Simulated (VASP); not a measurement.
MgS:

```
Mg S
1.0
     0.00000    2.78841    2.78841
     2.78841    0.00000    2.78841
     2.78841    2.78841    0.00000
Mg S
1 1
Cartesian
  0.0000 0.0000 0.0000
  1.3942 1.3942 1.3942
```

This cell differs from its parent crystal: strain -1.5%.

Base run:

- Program: VASP 6.6.1
- Functional: r2SCAN
- Potentials or basis: VASP PAW PBE potentials, release 64 (Mg, S)
- Cutoff: 520 eV
- k mesh: 8 × 8 × 8
- Occupations: gaussian, width 0.01 eV
- Spin: no spin polarisation

Its results: band gap on the k mesh 4.28 eV, indirect (least direct gap 4.38 eV); pressure 2.7 GPa.

Question: The run is repeated on the same cell with these changes: functional from r2SCAN to PBE; occupations from gaussian, width 0.01 eV to fermi-dirac, width 0.02 eV. What comes out?

Answer: Band gap on the k mesh 3.69 eV, direct; pressure 3.9 GPa.

Caveats: the PAW data sets were made with another functional, which shifts forces and pressure a little (some runs).

A k mesh can miss the band edges.
